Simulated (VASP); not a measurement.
A run of VASP 6.6.1 is set up as follows.

POSCAR

```
GaAs
1.0
    2.8050957933      2.8050957933      0.0000000000
   -2.8050957933      2.8050957933      0.0000000000
    0.0000000000      2.8050957933      2.8504306748
Ga As
1 1
Direct
    0.0000000000      0.0000000000      0.0000000000
    0.7500000000      0.2500000000      0.5000000000
```

File INCAR.step1:

```
SYSTEM = GaAs
PREC = Accurate
ENCUT = 520
ISMEAR = 0
SIGMA = 0.01
LREAL = .FALSE.
LASPH = .TRUE.
NELM = 80
NBANDS = 16
GGA = PE
ALGO = Normal
EDIFF = 1E-4
LWAVE = .TRUE.
LCHARG = .FALSE.
```

File INCAR.step2:

```
SYSTEM = GaAs
PREC = Accurate
ENCUT = 520
EDIFF = 1E-7
ISMEAR = 0
SIGMA = 0.01
LREAL = .FALSE.
LASPH = .TRUE.
NELM = 80
ALGO = Normal
ISIF = 2
LWAVE = .FALSE.
LCHARG = .FALSE.
METAGGA = R2SCAN
LMIXTAU = .TRUE.
NBANDS = 16
ISTART = 1
```

Contents of KPOINTS:

```
regular mesh
0
G
  8 8 8
  0 0 0
```

Potentials or basis: VASP PAW PBE potentials, release 64 (Ga_d, As).

Launch:

```sh
$ cat potpaw_PBE.64/Ga_d/POTCAR potpaw_PBE.64/As/POTCAR > POTCAR
$ cp INCAR.step1 INCAR
$ mpirun -np 1 vasp_std > vasp.out
$ cp INCAR.step2 INCAR
$ mpirun -np 1 vasp_std > vasp.out
```

Question: What does it give for the pressure?

Answer: 1.2 GPa.

Question: Predict the band gap on the k mesh.

Answer: 1.02 eV, direct.

Stress tensor (GPa, compression positive):
```
1.54 0.00 0.00
0.00 1.54 0.00
0.00 0.00 0.42
```

Caveat: the cell differs from its parent crystal (in-plane strain -0.01); the PAW data sets were made with another functional, which shifts forces and pressure a little. A k mesh can miss the band edges.
